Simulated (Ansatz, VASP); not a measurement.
**Al2MoN3: VASP beside Ansatz**

```xyz
6
Lattice="2.4143 1.3939 3.9159 -2.4143 1.3939 3.9159 0.0000 -2.7878 3.9159" Properties=species:S:1:pos:R:3 pbc="T T T"
Al    0.0000    0.0000    7.3157
Al    0.0000    0.0000    4.4321
Mo    0.0000    0.0000    0.0000
N    -1.2072    0.6970    1.9580
N     1.2072    0.6970    1.9580
N     0.0000   -1.3939    1.9580
```

Change from the starting cell: species swapped into the Tb2AlFe3 type (R-3m, No. 166).

Alike in both runs: task single point; functional PBE; k mesh 6 × 6 × 6; occupations gaussian, width 0.1 eV; collinear spin.

|  | VASP | Ansatz |
| --- | --- | --- |
| version | VASP 6.6.1 | Ansatz 0.2.0 |
| potentials or method | VASP PAW PBE potentials, release 64 (Al, Mo_sv, N), cutoff 520 eV | scalar-relativistic, plane waves, PAW |
| valence electrons in the cell | 35 | 35 |

```csv
,VASP,Ansatz,Ansatz less VASP
gap on the k mesh at the Fermi level (eV),none,none,-
pressure (GPa),-24.4,-24.4,-0.01
"traceless stress, the component that is largest in VASP (GPa)",-9.88,-9.90,-0.020
rms of the force components (eV/Å),0.044,0.046,+0.0012
net moment per atom (μB),0.00,0.00,0.000
```

Atom by atom the forces differ by 0.001 eV/Å (rms over components). A gap of «none» marks a metal or a gap that the smearing closes. Ansatz's warnings: seeded moment not kept.
